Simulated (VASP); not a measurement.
# P (P4/mmm) in VASP: further runs

P is run at these levels: PBE, PBE+D3(BJ); tasks: single point.

All numbers are computed with VASP 6.6.1; they aren't measurements. Logs are shortened: lines on timing, memory, paths and dates and some standing lists are left out, and cuts for length are marked.

## Step 1: The cell of the first run

The structure is tetragonal, space group P4/mmm (No. 123). Conventional cell: a = 4.337 Å, b = 4.337 Å, c = 4.378 Å, α = 90.00°, β = 90.00°, γ = 90.00°. Within 5.7 Å of P (site symmetry 4/mmm) lie 6 P at 4.34 to 4.38 Å.

## Step 2: Single point, PBE

INCAR reads:

```
PREC = Accurate
ENCUT = 520
EDIFF = 1E-6
ISMEAR = -1
SIGMA = 0.08
LREAL = F
LASPH = T
NELM = 80
ALGO = Normal
ISIF = 2
LWAVE = F
LCHARG = F
GGA = PE
NBANDS = 8
```

KPOINTS reads:

```
Automatic mesh
0
Gamma
  10 10 9
```

POSCAR reads:

```
P
1.0
    4.3369984303      0.0000000000      0.0000000000
    0.0000000000      4.3369984303      0.0000000000
    0.0000000000      0.0000000000      4.3780000000
P
1
Direct
    0.0000000000      0.0000000000      0.0000000000
```

Potentials or basis: VASP PAW PBE potentials, release 64 (P).

On the command line:

```
$ cat potpaw_PBE.64/P/POTCAR > POTCAR
$ mpirun -np 1 vasp_std > vasp.out
```

OUTCAR:

```text
PREC = Accurate
   ENCUT = 520
   EDIFF = 1E-6
   ISMEAR = -1
   LREAL = F
   LASPH = T
   NELM = 80
   ISIF = 2
   GGA = PE

 ion  position               nearest neighbor table
   1  0.000  0.000  0.000-

  LATTYP: Found a simple tetragonal cell.
 ALAT       =     4.3369984303
 C/A-ratio  =     1.0094539047

  Lattice vectors:

 A1 = (   4.3369984303,   0.0000000000,   0.0000000000)
 A2 = (   0.0000000000,   4.3369984303,   0.0000000000)
 A3 = (   0.0000000000,   0.0000000000,   4.3780000000)

Analysis of symmetry for initial positions (statically):
=====================================================================
 Subroutine PRICEL returns:
 Original cell was already a primitive cell.

 Routine SETGRP: Setting up the symmetry group for a
 simple tetragonal supercell.

 Subroutine GETGRP returns: Found 16 space group operations
 (whereof 16 operations were pure point group operations)
 out of a pool of 16 trial point group operations.

The static configuration has the point symmetry D_4h.

Analysis of symmetry for dynamics (positions and initial velocities):
=====================================================================
 Subroutine PRICEL returns:
 Original cell was already a primitive cell.

 Routine SETGRP: Setting up the symmetry group for a
 simple tetragonal supercell.

 Subroutine GETGRP returns: Found 16 space group operations
 (whereof 16 operations were pure point group operations)
 out of a pool of 16 trial point group operations.

The dynamic configuration has the point symmetry D_4h.

 Subroutine INISYM returns: Found 16 space group operations
 (whereof 16 operations are pure point group operations),
 and found     1 'primitive' translations

----------------------------------------------------------------------------------------

                                     Primitive cell

  volume of cell :      82.3482

  direct lattice vectors                    reciprocal lattice vectors
     4.336998430  0.000000000  0.000000000     0.230574213  0.000000000  0.000000000
     0.000000000  4.336998430  0.000000000     0.000000000  0.230574213  0.000000000
     0.000000000  0.000000000  4.378000000     0.000000000  0.000000000  0.228414801

  length of vectors
     4.336998430  4.336998430  4.378000000     0.230574213  0.230574213  0.228414801

  position of ions in fractional coordinates (direct lattice)
[... 70 lines left out ...]
   ICHARG =      2    charge: 1-file 2-atom 10-const
   ISPIN  =      1    spin polarized calculation?
   LNONCOLLINEAR =      F non collinear calculations
   LSORBIT =      F    spin-orbit coupling
   LASPH  =      T    aspherical Exc in radial PAW
   ENCUT  =  520.0 eV  38.22 Ry    6.18 a.u.   8.06  8.06  8.14*2*pi/ulx,y,z
   NELM   =     80;   NELMIN=  2; NELMDL= -5     # of ELM steps
   EDIFF  = 0.1E-05   stopping-criterion for ELM
   LREAL  =      F    real-space projection
   EDIFFG = 0.1E-04   stopping-criterion for IOM
   NSW    =      0    number of steps for IOM
   IBRION =     -1    ionic relax: 0-MD 1-quasi-New 2-CG
   NFREE  =      0    steps in history (QN), initial steepest desc. (CG)
   ISIF   =      2    stress and relaxation
   ISYM   =      2    0-nonsym 1-usesym 2-fastsym
   POTIM  = 0.5000    time-step for ionic-motion
   TEBEG  =    0.0;   TEEND  =   0.0 temperature during run
   PSTRESS=    0.0 pullay stress
   NELECT =       5.0000    total number of electrons
   NUPDOWN=      -1.0000    fix difference up-down
   EMIN   =  10.00;   EMAX   =-10.00  energy-range for DOS
   EFERMI =   0.00;   METHOD = LEGACY
   ISMEAR =    -1;   SIGMA  =   0.08  broadening in eV -4-tet -1-fermi 0-gaus
   EFERMI_NEDOS =   21; number of points for ismear=-14 and -15
   IALGO  =     38    algorithm
   IMIX   =      4    mixing-type and parameters
     AMIX     =   0.40;   BMIX     =  1.00
     AMIX_MAG =   1.60;   BMIX_MAG =  1.00
  volume/ion in A,a.u.               =      82.35       555.71
  Fermi-wavevector in a.u.,A,eV,Ry     =   0.643448  1.215940  5.633155  0.414025
  Thomas-Fermi vector in A             =   1.710451
   LORBIT       =      0    0 simple, 1 ext, 2 COOP (PROOUT), +10 PAW based schemes
   GGA     = PE    functional components
   LHFCALC =     F    Hartree Fock is set to
   AEXX    =    0.0000 exact exchange contribution
   IVDW    =     0    specifies the selected vdW correction
   LEPSILON=     F    determine dielectric tensor
   LRPA    =     F    only Hartree local field effects (RPA)
 non-spin polarized calculation
  energy-cutoff  :      520.00
  volume of cell :       82.35
 maximum number of plane-waves:      2272
   NGX = 17   NGY = 17   NGZ = 17

 number of electron       4.9999999 magnetization

 Free energy of the ion-electron system (eV)
  ---------------------------------------------------
  ext. energy  EPLUGINS =         0.00000000
  ---------------------------------------------------
  free energy    TOTEN  =        -1.11623175 eV

  energy without entropy =       -1.03732530  energy(sigma->0) =       -1.07677853

 E-fermi :  -3.1160     XC(G=0):  -4.8582

 val. band max:       -3.1179912822   @ k =   0.4000   0.3000   0.4444
 cond. band min:      -3.1028618090   @ k =   0.2000   0.1000   0.1111
 fundamental gap:      0.0151294733
 Fermi energy:        -3.1159997308

 k-point     1 :       0.0000    0.0000    0.0000
  band No.  band energies     occupation
      1     -11.8582      2.00000
      2      -2.6657      0.00716
      3      -2.6254      0.00433
      4      -2.6254      0.00433
      5       1.5654      0.00000
      6       4.4038      0.00000
      7       4.4343      0.00000
      8       8.8307      0.00000
[... 243 lines left out ...]
 k-point    24 :       0.2000    0.0000    0.1111
  band No.  band energies     occupation
      1     -11.7931      2.00000
      2      -3.1181      1.01286
      3      -2.7846      0.03128
      4      -2.5679      0.00211
      5       2.2899      0.00000
      6       4.7197      0.00000
      7       4.9914      0.00000
      8       6.9792      0.00000

 [... further k-points ...]
[... 5 lines left out ...]
  --------------------------------------------------------------------------------------
  -------------------------------------------------------------------------------------
  Total       -1.7208884     -1.7208884     -1.6291177      0.0000000      0.0000000      0.0000000
  in kB      -33.4818157    -33.4818157    -31.6963145      0.0000000      0.0000000      0.0000000
  external PRESSURE =     -32.8866487 kB  Pullay stress =       0.0000000 kB

 VOLUME and BASIS-vectors are now :
 -----------------------------------------------------------------------------
  energy-cutoff  :      520.00
  volume of cell :       82.35
      direct lattice vectors                 reciprocal lattice vectors
     4.336998430  0.000000000  0.000000000     0.230574213  0.000000000  0.000000000
     0.000000000  4.336998430  0.000000000     0.000000000  0.230574213  0.000000000
     0.000000000  0.000000000  4.378000000     0.000000000  0.000000000  0.228414801

 POSITION                                       TOTAL-FORCE (eV/Angst)
 -----------------------------------------------------------------------------------
      0.00000      0.00000      0.00000         0.000000      0.000000      0.000000
 -----------------------------------------------------------------------------------
    total drift:                                0.000000     -0.000000      0.000000

  FREE ENERGIE OF THE ION-ELECTRON SYSTEM (eV)
  ---------------------------------------------------
  free  energy   TOTEN  =        -1.1162317516 eV

  energy  without entropy=       -1.0373253045  energy(sigma->0) =       -1.07677853
```

Wall time 26 s (1 thread of Intel Xeon Platinum 8488C (Sapphire Rapids), shared host); peak memory 0.21 GiB.

What came out:

```
Free energy : -1.1162 eV
Pressure    : -3.3 GPa
```

## Step 3: Single point, PBE+D3(BJ)

INCAR reads:

```
SYSTEM = P
PREC = Accurate ; ENCUT = 520
EDIFF = 1E-7 ; ISMEAR = -1
SIGMA = 0.08 ; LREAL = .FALSE.
LASPH = .TRUE. ; NELM = 100
ALGO = Normal ; ISIF = 2
LWAVE = .FALSE. ; LCHARG = .FALSE.
GGA = PE ; IVDW = 12
NBANDS = 8
```

KPOINTS reads:

```
regular mesh
0
G
  10 10 9
  0 0 0
```

POSCAR is that of step 2.

Potentials or basis: VASP PAW PBE potentials, release 64 (P).

On the command line:

```
$ cat potpaw_PBE.64/P/POTCAR > POTCAR
$ mpirun -np 1 vasp_std > vasp.out
```

Run time: 30 s. Hardware: 1 thread of Intel Xeon Platinum 8488C (Sapphire Rapids), shared host; peak memory 0.22 GiB.

The run converged. Its results:

```
Free energy                : -1.1923 eV
Pressure                   : -3.5 GPa
Dispersion energy per atom : -0.076 eV
```

Stress tensor (GPa, compression positive):
```
-3.59  0.00  0.00
 0.00 -3.59  0.00
 0.00  0.00 -3.41
```

Levels at points of the mesh, in eV from the Fermi level:
| k point | band 1 | band 2 | band 3 | band 4 | band 5 | band 6 | band 7 |
| --- | --- | --- | --- | --- | --- | --- | --- |
| (0.00, 0.00, 0.00) | -8.74 | 0.45 | 0.49 | 0.49 | 4.68 | 7.52 | 7.55 |
| (0.50, 0.00, 0.00) | -8.59 | -0.77 | 0.58 | 0.62 | 6.52 | 7.53 | 8.20 |
| (0.50, 0.50, 0.00) | -8.45 | -0.50 | -0.50 | 0.70 | 5.95 | 8.11 | 9.66 |

Caveat: pairwise dispersion overbinds metals, which lowers pressure and volume.
